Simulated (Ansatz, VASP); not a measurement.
Pt: VASP beside Ansatz

POSCAR

```
Pt
1.0
    0.0000000000      1.9701103811      1.9701103811
    1.9701103811      0.0000000000      1.9701103811
    1.9701103811      1.9701103811      0.0000000000
Pt
1
Direct
    0.0000000000      0.0000000000      0.0000000000
```

INCAR.step1

```
ALGO = Normal
EDIFF = 1E-5
ENCUT = 550
GGA = PE
GGA_COMPAT = False
ISMEAR = 0
LASPH = True
LCHARG = False
LREAL = False
LWAVE = True
NBANDS = 11
NELM = 120
PREC = Accurate
SIGMA = 0.15
```

File INCAR.step2:

```
ALGO = Normal
EDIFF = 1E-6
ENCUT = 550
GGA_COMPAT = False
ISIF = 2
ISMEAR = 0
ISTART = 1
LASPH = True
LCHARG = False
LMIXTAU = True
LREAL = False
LWAVE = False
METAGGA = R2SCAN
NBANDS = 11
NELM = 120
PREC = Accurate
SIGMA = 0.15
```

Contents of KPOINTS:

```
k-points
0
Gamma
  28 28 28
```

Input for Ansatz:

```yaml
crystal:
  lattice:
    - [0.0, 1.9701103811, 1.9701103811]
    - [1.9701103811, 0.0, 1.9701103811]
    - [1.9701103811, 1.9701103811, 0.0]
  atoms:
    - { symbol: Pt, position: [0.0, 0.0, 0.0] }
basis:
  ecutwfc: 500
kpoints:
  mp_grid: { grid: [28, 28, 28] }
hamiltonian:
  xc: r2scan
scf:
  occupations: { method: gaussian, width: 0.15 }
output:
  forces: true
  stress: true
  eigenvalues: true
```

Alike in both runs: task single point; functional r2SCAN; k mesh 28 × 28 × 28; occupations gaussian, width 0.15 eV; no spin polarisation.

```csv
,VASP,Ansatz
version,VASP 6.6.1,Ansatz 0.2.0
potentials or method,"VASP PAW PBE potentials, release 64 (Pt), cutoff 550 eV","scalar-relativistic, plane waves, PAW"
valence electrons in the cell,10,18
```

```tsv
	VASP	Ansatz	Ansatz less VASP
gap on the k mesh at the Fermi level (eV)	none	none	-
pressure (GPa)	0.8	0.1	-0.72
```

VASP's potentials were made for PBE, not for r2SCAN. A gap of «none» marks a metal or a gap that the smearing closes. VASP's potentials hold 10 valence electrons a cell and Ansatz's 18, so a difference there can come from the potentials and not from the codes.

Neither program's run includes spin-orbit coupling.
